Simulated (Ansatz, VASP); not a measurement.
IrAu3: VASP beside Ansatz

```xyz
4
Lattice="0.0000 3.2453 3.2453 3.2453 0.0000 3.2453 3.2453 3.2453 0.0000" Properties=species:S:1:pos:R:3 pbc="T T T"
Ir    0.0000    0.0000    0.0000
Au    4.8680    4.8680    4.8680
Au    3.2453    3.2453    3.2453
Au    1.6227    1.6227    1.6227
```

Alike in both runs: functional PBE; k mesh 6 × 6 × 6; occupations gaussian, width 0.1 eV; no spin polarisation.

Ansatz relaxed the structure, and its values are those at the end. VASP's run is a single point on that final structure, the one shown.

|  | VASP | Ansatz |
| --- | --- | --- |
| version | VASP 6.6.1 | Ansatz 0.2.0 |
| potentials or method | VASP PAW PBE potentials, release 64 (Ir, Au), cutoff 520 eV | scalar-relativistic, plane waves, PAW |
| valence electrons in the cell | 42 | 74 |

|  | VASP | Ansatz | Ansatz less VASP |
| --- | --- | --- | --- |
| gap on the k mesh at the Fermi level (eV) | none | none | - |
| pressure (GPa) | -0.2 | -0.1 | +0.13 |

A gap of «none» marks a metal or a gap that the smearing closes. VASP's potentials hold 42 valence electrons a cell and Ansatz's 74, so a difference there can come from the potentials and not from the codes.

Neither program's run includes spin-orbit coupling.
